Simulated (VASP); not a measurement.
# AlN (P6_3mc) in VASP: further runs

AlN is run at these levels: PBE; tasks: single point.

Program: VASP 6.6.1. These are calculated values, not measurements. Logs are shortened: lines on timing, memory, paths and dates and some standing lists are left out, and cuts for length are marked.

## 1. The cell of the first run

Symmetry: P6_3mc, No. 186, hexagonal system. The conventional cell has a = 3.231 Å, b = 3.231 Å, c = 5.178 Å, α = 90.00°, β = 90.00°, γ = 120.00°. Within 2.6 Å of Al (site symmetry 3m) lie 4 N at 1.96 to 1.97 Å. N (site symmetry 3m) has 4 Al at 1.96 to 1.97 Å within 2.6 Å.

## 2. Single point, PBE (strain +4.0%)

INCAR reads:

```
SYSTEM = AlN
PREC = Accurate
ENCUT = 520
EDIFF = 1E-6
ISMEAR = 0
SIGMA = 0.01
LREAL = .FALSE.
LASPH = .TRUE.
NELM = 60
ALGO = Normal
ISIF = 2
LWAVE = .FALSE.
LCHARG = .FALSE.
GGA = PE
NBANDS = 16
```

KPOINTS reads:

```
Automatic mesh
0
G
  6 6 4
  0 0 0
```

POSCAR reads:

```
AlN
1.0
    3.2309615106      0.0000000000      0.0000000000
   -1.6154807553      2.7980947468      0.0000000000
    0.0000000000      0.0000000000      5.1777352140
Al N
2 2
Direct
    0.3333333333      0.6666666667     -0.0028649891
    0.6666666667      0.3333333333      0.4971350109
    0.3333333333      0.6666666667      0.3778649891
    0.6666666667      0.3333333333      0.8778649891
```

Potentials or basis: VASP PAW PBE potentials, release 64 (Al, N).

On the command line:

```bash
> cat potpaw_PBE.64/Al/POTCAR potpaw_PBE.64/N/POTCAR > POTCAR
> mpirun -np 1 vasp_std > vasp.out
```

OUTCAR:

```text
SYSTEM = AlN
   PREC = Accurate
   ENCUT = 520
   EDIFF = 1E-6
   ISMEAR = 0
   LREAL = .FALSE.
   LASPH = .TRUE.
   NELM = 60
   ISIF = 2
   GGA = PE

 ion  position               nearest neighbor table
   1  0.333  0.667  0.997-   4 1.96   4 1.96   4 1.96   3 1.97   2 3.19   2 3.19   2 3.19   2 3.19
                             2 3.19   2 3.19
   2  0.667  0.333  0.497-   3 1.96   3 1.96   3 1.96   4 1.97   1 3.19   1 3.19   1 3.19   1 3.19
                             1 3.19   1 3.19
   3  0.333  0.667  0.378-   2 1.96   2 1.96   2 1.96   1 1.97
   4  0.667  0.333  0.878-   1 1.96   1 1.96   1 1.96   2 1.97

  LATTYP: Found a hexagonal cell.
 ALAT       =     3.2309615106
 C/A-ratio  =     1.6025369529

  Lattice vectors:

 A1 = (   3.2309615106,   0.0000000000,   0.0000000000)
 A2 = (  -1.6154807553,   2.7980947468,   0.0000000000)
 A3 = (   0.0000000000,   0.0000000000,   5.1777352140)

Analysis of symmetry for initial positions (statically):
=====================================================================
 Subroutine PRICEL returns:
 Original cell was already a primitive cell.

 Routine SETGRP: Setting up the symmetry group for a
 hexagonal supercell.

 Subroutine GETGRP returns: Found 12 space group operations
 (whereof  6 operations were pure point group operations)
 out of a pool of 24 trial point group operations.

The static configuration has the point symmetry C_3v.
 The point group associated with its full space group is C_6v.

Analysis of symmetry for dynamics (positions and initial velocities):
=====================================================================
 Subroutine PRICEL returns:
 Original cell was already a primitive cell.

 Routine SETGRP: Setting up the symmetry group for a
 hexagonal supercell.

 Subroutine GETGRP returns: Found 12 space group operations
 (whereof  6 operations were pure point group operations)
 out of a pool of 24 trial point group operations.

The dynamic configuration has the point symmetry C_3v.
 The point group associated with its full space group is C_6v.

 Subroutine INISYM returns: Found 12 space group operations
 (whereof  6 operations are pure point group operations),
 and found     1 'primitive' translations

----------------------------------------------------------------------------------------

                                     Primitive cell

  volume of cell :      46.8095

  direct lattice vectors                    reciprocal lattice vectors
     3.230961511  0.000000000  0.000000000     0.309505389  0.178693020  0.000000000
    -1.615480755  2.798094747  0.000000000     0.000000000  0.357386040  0.000000000
     0.000000000  0.000000000  5.177735214     0.000000000  0.000000000  0.193134635

  length of vectors
     3.230961511  3.230961511  5.177735214     0.357386040  0.357386040  0.193134635

  position of ions in fractional coordinates (direct lattice)
     0.333333333  0.666666667  0.997135011
     0.666666667  0.333333333  0.497135011
     0.333333333  0.666666667  0.377864989
     0.666666667  0.333333333  0.877864989

  ion indices of the primitive-cell ions
   primitive index   ion index
                 1           1
                 2           2
                 3           3
                 4           4

----------------------------------------------------------------------------------------

 KPOINTS: Automatic mesh

Automatic generation of k-mesh.
 Grid dimensions read from file:
 generate k-points for:    6    6    4

 Generating k-lattice:

  Cartesian coordinates                     Fractional coordinates (reciprocal lattice)
     0.051584232  0.029782170  0.000000000     0.166666667  0.000000000  0.000000000
     0.000000000  0.059564340  0.000000000     0.000000000  0.166666667  0.000000000
     0.000000000  0.000000000  0.048283659     0.000000000  0.000000000  0.250000000

  Length of vectors
     0.059564340  0.059564340  0.048283659

  Shift w.r.t. Gamma in fractional coordinates (k-lattice)
     0.000000000  0.000000000  0.000000000

 Subroutine IBZKPT returns following result:
 ===========================================

 Found     21 irreducible k-points:

 Following reciprocal coordinates:
            Coordinates               Weight
  0.000000  0.000000  0.000000      1.000000
  0.166667  0.000000  0.000000      6.000000
  0.333333  0.000000  0.000000      6.000000
  0.500000  0.000000  0.000000      3.000000
  0.166667  0.166667  0.000000      6.000000
  0.333333  0.166667  0.000000     12.000000
[... 13 lines left out ...]
  0.333333  0.166667  0.500000     12.000000
  0.333333  0.333333  0.500000      2.000000
   k-points           NKPTS =     21   k-points in BZ     NKDIM =     21   number of bands    NBANDS=     16
   number of dos      NEDOS =    301   number of ions     NIONS =      4
   total plane-waves  NPLWV =  23040
   dimension x,y,z NGX =    24 NGY =   24 NGZ =   40
   dimension x,y,z NGXF=    48 NGYF=   48 NGZF=   80
   ions per type =               2   2
   NGX,Y,Z   is equivalent  to a cutoff of  12.35, 12.35, 12.84 a.u.
   NGXF,Y,Z  is equivalent  to a cutoff of  24.70, 24.70, 25.69 a.u.
 SYSTEM =  AlN
   PREC   = accura    normal or accurate (medium, high low for compatibility)
   ISTART =      0    job   : 0-new  1-cont  2-samecut
   ICHARG =      2    charge: 1-file 2-atom 10-const
   ISPIN  =      1    spin polarized calculation?
   LNONCOLLINEAR =      F non collinear calculations
   LSORBIT =      F    spin-orbit coupling
   LASPH  =      T    aspherical Exc in radial PAW
   ENCUT  =  520.0 eV  38.22 Ry    6.18 a.u.   6.01  6.01  9.63*2*pi/ulx,y,z
   NELM   =     60;   NELMIN=  2; NELMDL= -5     # of ELM steps
   EDIFF  = 0.1E-05   stopping-criterion for ELM
   LREAL  =      F    real-space projection
   EDIFFG = 0.1E-04   stopping-criterion for IOM
   NSW    =      0    number of steps for IOM
   IBRION =     -1    ionic relax: 0-MD 1-quasi-New 2-CG
   NFREE  =      0    steps in history (QN), initial steepest desc. (CG)
   ISIF   =      2    stress and relaxation
   ISYM   =      2    0-nonsym 1-usesym 2-fastsym
   POTIM  = 0.5000    time-step for ionic-motion
   TEBEG  =    0.0;   TEEND  =   0.0 temperature during run
   PSTRESS=    0.0 pullay stress
   NELECT =      16.0000    total number of electrons
   NUPDOWN=      -1.0000    fix difference up-down
   EMIN   =  10.00;   EMAX   =-10.00  energy-range for DOS
   EFERMI =   0.00;   METHOD = LEGACY
   ISMEAR =     0;   SIGMA  =   0.01  broadening in eV -4-tet -1-fermi 0-gaus
   EFERMI_NEDOS =   21; number of points for ismear=-14 and -15
   IALGO  =     38    algorithm
   IMIX   =      4    mixing-type and parameters
     AMIX     =   0.40;   BMIX     =  1.00
     AMIX_MAG =   1.60;   BMIX_MAG =  1.00
  volume/ion in A,a.u.               =      11.70        78.97
  Fermi-wavevector in a.u.,A,eV,Ry     =   1.144643  2.163062 17.826464  1.310208
  Thomas-Fermi vector in A             =   2.281334
   LORBIT       =      0    0 simple, 1 ext, 2 COOP (PROOUT), +10 PAW based schemes
   GGA     = PE    functional components
   LHFCALC =     F    Hartree Fock is set to
   AEXX    =    0.0000 exact exchange contribution
   IVDW    =     0    specifies the selected vdW correction
   LEPSILON=     F    determine dielectric tensor
   LRPA    =     F    only Hartree local field effects (RPA)
 non-spin polarized calculation
 Gauss-broadening in eV      SIGMA  =   0.01
  energy-cutoff  :      520.00
  volume of cell :       46.81
 maximum number of plane-waves:      1290
   NGX = 13   NGY = 13   NGZ = 19

 number of electron      16.0000004 magnetization

 Free energy of the ion-electron system (eV)
  ---------------------------------------------------
  ext. energy  EPLUGINS =         0.00000000
  ---------------------------------------------------
  free energy    TOTEN  =       -29.55713817 eV

  energy without entropy =      -29.55713817  energy(sigma->0) =      -29.55713817

 E-fermi :   5.1446     XC(G=0): -10.4239

 val. band max:        5.0916683208   @ k =   0.0000   0.0000   0.0000
 cond. band min:       8.3441923637   @ k =   0.0000   0.0000   0.0000
 fundamental gap:      3.2525240429
 Fermi energy:         5.1446148025

 k-point     1 :       0.0000    0.0000    0.0000
  band No.  band energies     occupation
      1      -9.4250      2.00000
      2      -7.6148      2.00000
      3      -0.4020      2.00000
      4       4.3058      2.00000
      5       4.3058      2.00000
      6       4.9250      2.00000
[... 8 lines left out ...]
     15      17.1887      0.00000
     16      17.1887      0.00000

 k-point     2 :       0.1667    0.0000    0.0000
  band No.  band energies     occupation
      1      -9.1240      2.00000
      2      -7.4558      2.00000
      3      -0.0241      2.00000
      4       2.9729      2.00000
      5       3.6382      2.00000
      6       3.9507      2.00000
[... 8 lines left out ...]
     15      16.6600      0.00000
     16      17.1619      0.00000

 k-point     3 :       0.3333    0.0000    0.0000
  band No.  band energies     occupation
      1      -8.3586      2.00000
      2      -7.1767      2.00000
      3       0.8557      2.00000
      4       1.0927      2.00000
      5       1.9571      2.00000
      6       3.4073      2.00000
[... 8 lines left out ...]
     15      16.2150      0.00000
     16      18.3851      0.00000

 k-point     4 :       0.5000    0.0000    0.0000
  band No.  band energies     occupation
      1      -7.7608      2.00000
      2      -7.1716      2.00000
      3       0.0616      2.00000
      4       1.1868      2.00000
      5       2.0150      2.00000
      6       3.1792      2.00000
[... 8 lines left out ...]
     15      17.1015      0.00000
     16      18.8955      0.00000

 k-point     5 :       0.1667    0.1667    0.0000
  band No.  band energies     occupation
      1      -8.5851      2.00000
      2      -7.2319      2.00000
      3       0.6805      2.00000
      4       1.9393      2.00000
      5       1.9560      2.00000
      6       3.4820      2.00000
[... 8 lines left out ...]
     15      16.4972      0.00000
     16      18.1769      0.00000

 k-point     6 :       0.3333    0.1667    0.0000
  band No.  band energies     occupation
      1      -7.8148      2.00000
      2      -7.1275      2.00000
      3       0.5275      2.00000
      4       1.3861      2.00000
      5       1.9101      2.00000
      6       2.5000      2.00000
[... 8 lines left out ...]
     15      16.6669      0.00000
     16      18.5676      0.00000
[... 210 lines left out ...]
 k-point    18 :       0.5000    0.0000    0.5000
  band No.  band energies     occupation
      1      -7.4482      2.00000
      2      -7.4482      2.00000
      3      -0.0733      2.00000
      4      -0.0733      2.00000
      5       3.7505      2.00000
      6       3.7505      2.00000
[... 8 lines left out ...]
     15      17.3954      0.00000
     16      17.3954      0.00000

 k-point    19 :       0.1667    0.1667    0.5000
  band No.  band energies     occupation
      1      -7.9740      2.00000
      2      -7.9740      2.00000
      3       1.1267      2.00000
      4       1.1267      2.00000
      5       3.4483      2.00000
      6       3.4483      2.00000
[... 8 lines left out ...]
     15      17.0928      0.00000
     16      17.0928      0.00000

 k-point    20 :       0.3333    0.1667    0.5000
  band No.  band energies     occupation
      1      -7.4623      2.00000
      2      -7.4623      2.00000
      3       0.3104      2.00000
      4       0.3104      2.00000
      5       2.7186      2.00000
      6       2.7186      2.00000
[... 8 lines left out ...]
     15      17.5703      0.00000
     16      17.5703      0.00000

 k-point    21 :       0.3333    0.3333    0.5000
  band No.  band energies     occupation
      1      -7.2800      2.00000
      2      -7.2800      2.00000
      3       0.5620      2.00000
      4       0.5620      2.00000
      5       1.6480      2.00000
      6       1.6480      2.00000
[... 8 lines left out ...]
     15      18.2612      0.00000
     16      18.2612      0.00000

------------------------ aborting loop because EDIFF is reached ----------------------------------------

  FORCE on cell =-STRESS in cart. coord.  units (eV):
  Direction    XX          YY          ZZ          XY          YZ          ZX
  --------------------------------------------------------------------------------------
  -------------------------------------------------------------------------------------
  Total       -4.6432320     -4.6432320     -4.2425376      0.0000000      0.0000000      0.0000000
  in kB     -158.9267243   -158.9267243   -145.2119115      0.0000000      0.0000000      0.0000000
  external PRESSURE =    -154.3551201 kB  Pullay stress =       0.0000000 kB

 VOLUME and BASIS-vectors are now :
 -----------------------------------------------------------------------------
  energy-cutoff  :      520.00
  volume of cell :       46.81
      direct lattice vectors                 reciprocal lattice vectors
     3.230961511  0.000000000  0.000000000     0.309505389  0.178693020  0.000000000
    -1.615480755  2.798094747  0.000000000     0.000000000  0.357386040  0.000000000
     0.000000000  0.000000000  5.177735214     0.000000000  0.000000000  0.193134635

 POSITION                                       TOTAL-FORCE (eV/Angst)
 -----------------------------------------------------------------------------------
     -0.00000      1.86540      5.16290        -0.000000      0.000000     -0.010159
      1.61548      0.93270      2.57403         0.000000     -0.000000     -0.010159
     -0.00000      1.86540      1.95648        -0.000000      0.000000      0.010159
      1.61548      0.93270      4.54535         0.000000      0.000000      0.010159
 -----------------------------------------------------------------------------------
    total drift:                                0.000000      0.000000      0.000832

  FREE ENERGIE OF THE ION-ELECTRON SYSTEM (eV)
  ---------------------------------------------------
  free  energy   TOTEN  =       -29.5571381689 eV

  energy  without entropy=      -29.5571381689  energy(sigma->0) =      -29.55713817
```

Run time: 17 s. Hardware: 1 thread of Intel Xeon 8259CL, shared host; peak memory 0.16 GiB.

Results:

| Item | Value |
| --- | --- |
| Free energy | -29.5571 eV |
| Pressure | -15.4 GPa |
| Largest force | 0.010 eV/Å |
| Band gap on the k mesh | 3.25 eV, direct |

Forces in eV/Å, atoms in the order of the input:
```
Al   0.000  0.000 -0.010
Al   0.000  0.000 -0.010
N    0.000  0.000  0.010
N    0.000  0.000  0.010
```

Caveat: the cell differs from its parent crystal (strain +4.0%).

(Continued in part 2 of 2.)
